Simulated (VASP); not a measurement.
# Ti (P6/mmm) in VASP: notebook, part 2 of 2

VASP 6.6.1. The steps go on from the part before.

## Step 3: Single point, LDA (volume scaled by 0.96)

File INCAR:

```
ALGO = Normal ; EDIFF = 1E-7
ENCUT = 520 ; ISIF = 2
ISMEAR = -1 ; LASPH = T
LCHARG = F ; LREAL = F
LWAVE = F ; NBANDS = 25
NELM = 80 ; PREC = Accurate
SIGMA = 0.05
```

File KPOINTS:

```
k-points
0
Gamma
  7 7 9
```

File POSCAR:

```
Ti
1.0
    4.5056459821      0.0000000000      0.0000000000
   -2.2528229910      3.9020038809      0.0000000000
    0.0000000000      0.0000000000      2.7880470975
Ti
3
Direct
    0.6666666667      0.3333333333      0.5000000000
    0.3333333333      0.6666666667      0.5000000000
    0.0000000000      0.0000000000      0.0000000000
```

Potentials or basis: VASP PAW LDA potentials, release 64 (Ti_sv).

Run with:

```console
> cat potpaw_LDA.64/Ti_sv/POTCAR > POTCAR
> mpirun -np 1 vasp_std > vasp.out
```

OUTCAR:

```text
EDIFF = 1E-7
   ENCUT = 520
   ISIF = 2
   ISMEAR = -1
   LASPH = T
   LREAL = F
   NELM = 80
   PREC = Accurate

 ion  position               nearest neighbor table
   1  0.667  0.333  0.500-   2 2.60   2 2.60   2 2.60
   2  0.333  0.667  0.500-   1 2.60   1 2.60   1 2.60
   3  0.000  0.000  0.000-

  LATTYP: Found a hexagonal cell.
 ALAT       =     4.5056459821
 C/A-ratio  =     0.6187896494

  Lattice vectors:

 A1 = (   4.5056459821,   0.0000000000,   0.0000000000)
 A2 = (  -2.2528229910,   3.9020038809,   0.0000000000)
 A3 = (   0.0000000000,   0.0000000000,   2.7880470975)

Analysis of symmetry for initial positions (statically):
=====================================================================
 Subroutine PRICEL returns:
 Original cell was already a primitive cell.

 Routine SETGRP: Setting up the symmetry group for a
 hexagonal supercell.

 Subroutine GETGRP returns: Found 24 space group operations
 (whereof 24 operations were pure point group operations)
 out of a pool of 24 trial point group operations.

The static configuration has the point symmetry D_6h.

Analysis of symmetry for dynamics (positions and initial velocities):
=====================================================================
 Subroutine PRICEL returns:
 Original cell was already a primitive cell.

 Routine SETGRP: Setting up the symmetry group for a
 hexagonal supercell.

 Subroutine GETGRP returns: Found 24 space group operations
 (whereof 24 operations were pure point group operations)
 out of a pool of 24 trial point group operations.

The dynamic configuration has the point symmetry D_6h.

 Subroutine INISYM returns: Found 24 space group operations
 (whereof 24 operations are pure point group operations),
 and found     1 'primitive' translations

----------------------------------------------------------------------------------------

                                     Primitive cell

  volume of cell :      49.0168

  direct lattice vectors                    reciprocal lattice vectors
     4.505645982  0.000000000  0.000000000     0.221943758  0.128139288  0.000000000
    -2.252822991  3.902003881  0.000000000     0.000000000  0.256278576  0.000000000
     0.000000000  0.000000000  2.788047097     0.000000000  0.000000000  0.358673998

  length of vectors
     4.505645982  4.505645982  2.788047097     0.256278576  0.256278576  0.358673998

  position of ions in fractional coordinates (direct lattice)
     0.666666667  0.333333333  0.500000000
     0.333333333  0.666666667  0.500000000
     0.000000000  0.000000000  0.000000000

  ion indices of the primitive-cell ions
   primitive index   ion index
                 1           1
                 2           2
                 3           3

----------------------------------------------------------------------------------------

 KPOINTS: k-points

Automatic generation of k-mesh.
 Grid dimensions read from file:
 generate k-points for:    7    7    9

 Generating k-lattice:

  Cartesian coordinates                     Fractional coordinates (reciprocal lattice)
     0.031706251  0.018305613  0.000000000     0.142857143  0.000000000  0.000000000
     0.000000000  0.036611225  0.000000000     0.000000000  0.142857143  0.000000000
     0.000000000  0.000000000  0.039852666     0.000000000  0.000000000  0.111111111

  Length of vectors
     0.036611225  0.036611225  0.039852666

  Shift w.r.t. Gamma in fractional coordinates (k-lattice)
     0.000000000  0.000000000  0.000000000

 Subroutine IBZKPT returns following result:
 ===========================================

 Found     40 irreducible k-points:

 Following reciprocal coordinates:
            Coordinates               Weight
  0.000000  0.000000  0.000000      1.000000
  0.142857  0.000000  0.000000      6.000000
  0.285714 -0.000000  0.000000      6.000000
  0.428571 -0.000000  0.000000      6.000000
  0.142857  0.142857  0.000000      6.000000
  0.285714  0.142857  0.000000     12.000000
[... 16 lines left out ...]
  0.428571  0.142857  0.222222     12.000000
  0.285714  0.285714  0.222222     12.000000
 [... further k-points ...]
   k-points           NKPTS =     40   k-points in BZ     NKDIM =     40   number of bands    NBANDS=     25
   number of dos      NEDOS =    301   number of ions     NIONS =      3
   total plane-waves  NPLWV =  31104
   dimension x,y,z NGX =    36 NGY =   36 NGZ =   24
   dimension x,y,z NGXF=    72 NGYF=   72 NGZF=   48
   ions per type =               3
   NGX,Y,Z   is equivalent  to a cutoff of  13.28, 13.28, 14.31 a.u.
   NGXF,Y,Z  is equivalent  to a cutoff of  26.57, 26.57, 28.62 a.u.
 SYSTEM =  unknown system
   PREC   = accura    normal or accurate (medium, high low for compatibility)
   ISTART =      0    job   : 0-new  1-cont  2-samecut
   ICHARG =      2    charge: 1-file 2-atom 10-const
   ISPIN  =      1    spin polarized calculation?
   LNONCOLLINEAR =      F non collinear calculations
   LSORBIT =      F    spin-orbit coupling
   LASPH  =      T    aspherical Exc in radial PAW
   ENCUT  =  520.0 eV  38.22 Ry    6.18 a.u.   8.38  8.38  5.18*2*pi/ulx,y,z
   NELM   =     80;   NELMIN=  2; NELMDL= -5     # of ELM steps
   EDIFF  = 0.1E-06   stopping-criterion for ELM
   LREAL  =      F    real-space projection
   EDIFFG = 0.1E-05   stopping-criterion for IOM
   NSW    =      0    number of steps for IOM
   IBRION =     -1    ionic relax: 0-MD 1-quasi-New 2-CG
   NFREE  =      0    steps in history (QN), initial steepest desc. (CG)
   ISIF   =      2    stress and relaxation
   ISYM   =      2    0-nonsym 1-usesym 2-fastsym
   POTIM  = 0.5000    time-step for ionic-motion
   TEBEG  =    0.0;   TEEND  =   0.0 temperature during run
   PSTRESS=    0.0 pullay stress
   NELECT =      36.0000    total number of electrons
   NUPDOWN=      -1.0000    fix difference up-down
   EMIN   =  10.00;   EMAX   =-10.00  energy-range for DOS
   EFERMI =   0.00;   METHOD = LEGACY
   ISMEAR =    -1;   SIGMA  =   0.05  broadening in eV -4-tet -1-fermi 0-gaus
   EFERMI_NEDOS =   21; number of points for ismear=-14 and -15
   IALGO  =     38    algorithm
   IMIX   =      4    mixing-type and parameters
     AMIX     =   0.40;   BMIX     =  1.00
     AMIX_MAG =   1.60;   BMIX_MAG =  1.00
  volume/ion in A,a.u.               =      16.34       110.26
  Fermi-wavevector in a.u.,A,eV,Ry     =   1.477046  2.791212 29.683356  2.181665
  Thomas-Fermi vector in A             =   2.591498
   LORBIT       =      0    0 simple, 1 ext, 2 COOP (PROOUT), +10 PAW based schemes
   GGA     = CA    functional components
   LHFCALC =     F    Hartree Fock is set to
   AEXX    =    0.0000 exact exchange contribution
   IVDW    =     0    specifies the selected vdW correction
   LEPSILON=     F    determine dielectric tensor
   LRPA    =     F    only Hartree local field effects (RPA)
 non-spin polarized calculation
  energy-cutoff  :      520.00
  volume of cell :       49.02
 maximum number of plane-waves:      1337
 NGX is ok and might be reduce to    36
   NGX = 17   NGY = 17   NGZ = 11

 number of electron      36.0000010 magnetization

 Free energy of the ion-electron system (eV)
  ---------------------------------------------------
  ext. energy  EPLUGINS =         0.00000000
  ---------------------------------------------------
  free energy    TOTEN  =       -25.71448726 eV

  energy without entropy =      -25.69087368  energy(sigma->0) =      -25.70268047

 E-fermi :   8.6343     XC(G=0): -12.0796

 val. band max:        8.6239604090   @ k =   0.4286   0.1429   0.3333
 cond. band min:       8.6418031136   @ k =   0.2857  -0.0000   0.1111
 fundamental gap:      0.0178427046
 Fermi energy:         8.6342522110

 k-point     1 :       0.0000    0.0000    0.0000
  band No.  band energies     occupation
      1     -47.4617      2.00000
      2     -47.2049      2.00000
      3     -47.0078      2.00000
      4     -24.1815      2.00000
      5     -24.1815      2.00000
      6     -24.1072      2.00000
[... 17 lines left out ...]
     24      10.5554      0.00000
     25      10.5984      0.00000

 k-point     2 :       0.1429    0.0000    0.0000
  band No.  band energies     occupation
      1     -47.4571      2.00000
      2     -47.2000      2.00000
      3     -47.0177      2.00000
      4     -24.2620      2.00000
      5     -24.2381      2.00000
      6     -24.0243      2.00000
[... 608 lines left out ...]
 k-point    24 :       0.2857    0.2857    0.2222
  band No.  band energies     occupation
      1     -47.4090      2.00000
      2     -47.1116      2.00000
      3     -47.0713      2.00000
      4     -24.2460      2.00000
      5     -24.1908      2.00000
      6     -24.1317      2.00000
[... 17 lines left out ...]
     24      11.3191      0.00000
     25      11.3603      0.00000

 [... further k-points ...]
[... 5 lines left out ...]
  --------------------------------------------------------------------------------------
  -------------------------------------------------------------------------------------
  Total       -1.2321774     -1.2321774     -1.0115070     -0.0000000      0.0000000      0.0000000
  in kB      -40.2753146    -40.2753146    -33.0624172     -0.0000000      0.0000000      0.0000000
  external PRESSURE =     -37.8710155 kB  Pullay stress =       0.0000000 kB

 VOLUME and BASIS-vectors are now :
 -----------------------------------------------------------------------------
  energy-cutoff  :      520.00
  volume of cell :       49.02
      direct lattice vectors                 reciprocal lattice vectors
     4.505645982  0.000000000  0.000000000     0.221943758  0.128139288  0.000000000
    -2.252822991  3.902003881  0.000000000     0.000000000  0.256278576  0.000000000
     0.000000000  0.000000000  2.788047097     0.000000000  0.000000000  0.358673998

 POSITION                                       TOTAL-FORCE (eV/Angst)
 -----------------------------------------------------------------------------------
      2.25282      1.30067      1.39402        -0.000000     -0.000000     -0.000000
     -0.00000      2.60134      1.39402         0.000000      0.000000      0.000000
      0.00000      0.00000      0.00000        -0.000000      0.000000     -0.000000
 -----------------------------------------------------------------------------------
    total drift:                                0.000000      0.000000     -0.000000

  FREE ENERGIE OF THE ION-ELECTRON SYSTEM (eV)
  ---------------------------------------------------
  free  energy   TOTEN  =       -25.7144872626 eV

  energy  without entropy=      -25.6908736751  energy(sigma->0) =      -25.70268047
```

It took 66 s on 1 thread of AMD EPYC 7R43 (Zen 3), shared host; peak memory 0.13 GiB.

What came out:

```yaml
Free_energy: -25.7145 eV
Pressure: -3.8 GPa
Band_gap_on_the_k_mesh: zero (band 18 reaches 8.82 eV, above the bottom of band 19 at 8.52 eV)
```
